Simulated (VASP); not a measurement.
LiCl, 2 atoms in the cell. The structure is cubic, space group Fm-3m (No. 225). Conventional cell: a = 5.112 Å, b = 5.112 Å, c = 5.112 Å, α = 90.00°, β = 90.00°, γ = 90.00°. Within 3.4 Å of Li (site symmetry m-3m) lie 6 Cl at 2.56 Å. Cl (site symmetry m-3m) has 6 Li at 2.56 Å within 3.4 Å. 

```yaml
Program: VASP 6.6.1
Task: single point
Functional: HSE06
Potentials_or_basis: VASP PAW PBE potentials, release 64 (Li_sv, Cl)
Cutoff: 520 eV
k_mesh: 6 × 6 × 6
Occupations: gaussian, width 0.01 eV
Spin: no spin polarisation
Dipole_correction: no
Grid_for_exact_exchange_PRECFOCK: Normal
Further_INCAR_settings: ALGO = Normal; EDIFF = 1e-07; NBANDS = 12
Share_of_exact_exchange: 0.25
Screening_parameter: 0.2079 1/Å
```

Potentials or basis: VASP PAW PBE potentials, release 64 (Li_sv, Cl).

Launch:

```sh
$ cat potpaw_PBE.64/Li_sv/POTCAR potpaw_PBE.64/Cl/POTCAR > POTCAR
$ cp INCAR.step1 INCAR
$ mpirun -np 1 vasp_std > vasp.out
$ cp INCAR.step2 INCAR
$ mpirun -np 1 vasp_std > vasp.out
```

Hardware: 1 thread of Intel Xeon 8259CL, with other jobs on the host.

How long does it take, and how much memory?

It took 11 min on 1 thread of Intel Xeon 8259CL (shared host), peak memory 0.24 GiB. Counts: k points 16.
